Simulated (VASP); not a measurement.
**GaN: relaxation of cell and atoms with PBEsol**

GaN:

```xyz
2
Lattice="0.0000 2.2491 2.2491 2.2491 0.0000 2.2491 2.2491 2.2491 0.0000" Properties=species:S:1:pos:R:3 pbc="T T T"
Ga    0.0000    0.0000    0.0000
N     1.1246    1.1246    1.1246
```

```json
{
  "Program": "VASP 6.6.1",
  "Task": "relaxation of cell and atoms",
  "Functional": "PBEsol",
  "Potentials or basis": "VASP PAW PBE potentials, release 64 (Ga_d, N)",
  "Cutoff": "600 eV",
  "k mesh": "10 × 10 × 10",
  "Occupations": "gaussian, width 0.01 eV",
  "Spin": "no spin polarisation",
  "Target pressure": "2 GPa",
  "Dipole correction": "no",
  "Further INCAR settings": "ALGO = Normal; EDIFF = 1e-06; IBRION = 2; EDIFFG = -0.002; NSW = 100; ISIF = 3"
}
```

| Property | Result |
| --- | --- |
| Relaxed volume | 11.24 Å³/atom |
| Relaxed cell | a = 3.167 Å, b = 3.167 Å, c = 3.167 Å, α = 60.00°, β = 60.00°, γ = 60.00° |
| Space group after relaxing (to 0.1 Å) | F-43m (No. 216) |
| Energy change on relaxing (the run minimises the enthalpy) | +0.7 meV/atom |
| Ionic steps | 12 |
| Pressure after relaxing | 2.0 GPa |
| Band gap on the k mesh | 1.80 eV |

Step by step:
| step | energy change (eV) | largest force (eV/Å) | pressure (GPa) | volume (Å³) |
| --- | --- | --- | --- | --- |
| 1 | 0.0000 | 0.0000 | -0.43 | 22.76 |
| 2 | 0.0071 | 0.0000 | 4.45 | 22.19 |
| 3 | 0.0013 | 0.0000 | 1.67 | 22.48 |
| 4 | 0.0018 | 0.0000 | 2.32 | 22.44 |
| 5 | 0.0016 | 0.0000 | 2.10 | 22.46 |
| 6 | 0.0015 | 0.0000 | 2.05 | 22.46 |
| 7 | 0.0014 | 0.0000 | 1.96 | 22.47 |
| 8 | 0.0014 | 0.0000 | 2.04 | 22.47 |
| 9 | 0.0014 | 0.0000 | 1.91 | 22.47 |
| 10 | 0.0014 | 0.0000 | 1.97 | 22.47 |
| 11 | 0.0014 | 0.0000 | 2.03 | 22.47 |
| 12 | 0.0014 | 0.0000 | 2.02 | 22.47 |

Final structure:
```
Ga N
1.0
     0.00000    2.23971    2.23971
     2.23971    0.00000    2.23971
     2.23971    2.23971    0.00000
Ga N
1 1
Direct
  0.00000 0.00000 0.00000
  0.25000 0.25000 0.25000
```

Levels at points of the mesh, in eV from the valence-band top:
```csv
k point,band 5,band 6,band 7,band 8,band 9,band 10,band 11,band 12,band 13
"(0.00, 0.00, 0.00)",-13.08,-13.08,0.00,0.00,0.00,1.80,10.32,10.32,10.32
"(0.50, 0.00, 0.00)",-13.03,-11.83,-7.24,-1.00,-1.00,4.69,8.72,10.36,10.36
"(0.50, 0.50, 0.00)",-13.00,-11.40,-6.26,-2.80,-2.80,3.23,6.67,11.71,14.07
```

Wall time 2.2 min on 1 thread of Intel Xeon 8259CL (shared host), peak memory 0.17 GiB.

Caveat: the cell is relaxed towards a set pressure, so the run minimises the enthalpy, not the energy; the PAW data sets were made with another functional, which shifts forces and pressure a little.
